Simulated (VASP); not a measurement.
Wanted: the native input for a VASP 6.6.1 run.

```yaml
Task: single point
Functional: PBE
Potentials_or_basis: VASP PAW PBE potentials, release 64 (Cs_sv, Pb_d, I, Br)
Cutoff: 520 eV
k_mesh: 4 × 4 × 6
Occupations: gaussian, width 0.05 eV
Spin: no spin polarisation
Dipole_correction: no
Further_INCAR_settings: ALGO = Normal; EDIFF = 1e-06; NBANDS = 30
```

The structure of CsPbI2Br lies in POSCAR:

```
CsPbI2Br
1.0
    6.3752960000      0.0000000000      0.0000000000
    0.0000000000      6.3752960000      0.0000000000
    0.0000000000      0.0000000000      5.9622200000
Cs Pb I Br
1 1 2 1
Direct
    0.5000000000      0.5000000000      0.5000000000
    0.0000000000      0.0000000000      0.0000000000
    0.0000000000      0.5000000000      0.0209653451
    0.5000000000      0.0000000000      0.0209653451
    0.0000000000      0.0000000000      0.5000000000
```

This cell differs from its parent crystal: all I atoms moved +0.125 Å, as atom 3 along Cartesian [0 0 1].

These files were run (other wordings do the same):

INCAR

```
ALGO     = Normal         # electronic algorithm
EDIFF    = 1E-6           # SCF threshold, eV
ENCUT    = 520            # plane-wave cutoff, eV
GGA      = PE             # functional
ISIF     = 2              # what is computed and relaxed
ISMEAR   = 0              # smearing method
LASPH    = T              # aspherical terms in the spheres
LCHARG   = F              # write CHGCAR
LREAL    = F              # projectors in reciprocal space
LWAVE    = F              # write WAVECAR
NBANDS   = 30             # bands
NELM     = 80             # most SCF steps
PREC     = Accurate       # precision mode
SIGMA    = 0.05           # smearing width, eV
```

KPOINTS

```
k-points
0
Gamma
  4 4 6
```

Potentials or basis: VASP PAW PBE potentials, release 64 (Cs_sv, Pb_d, I, Br).

Command:

```bash
$ cat potpaw_PBE.64/Cs_sv/POTCAR potpaw_PBE.64/Pb_d/POTCAR potpaw_PBE.64/I/POTCAR potpaw_PBE.64/Br/POTCAR > POTCAR
$ mpirun -np 1 vasp_std > vasp.out
```

Results of the run:

The pressure is 0.3 GPa. The largest force is 0.056 eV/Å and the band gap on the k mesh is 1.51 eV.

Caveat: the cell differs from its parent crystal (all I atoms moved +0.125 Å, as atom 3 along Cartesian [0 0 1]); spin-orbit coupling is left out, which moves the levels of the heavy elements.

Run time: 2 min on 1 thread of Intel(R) Xeon(R) 6975P-C (Granite Rapids) (shared host), peak memory 0.45 GiB.
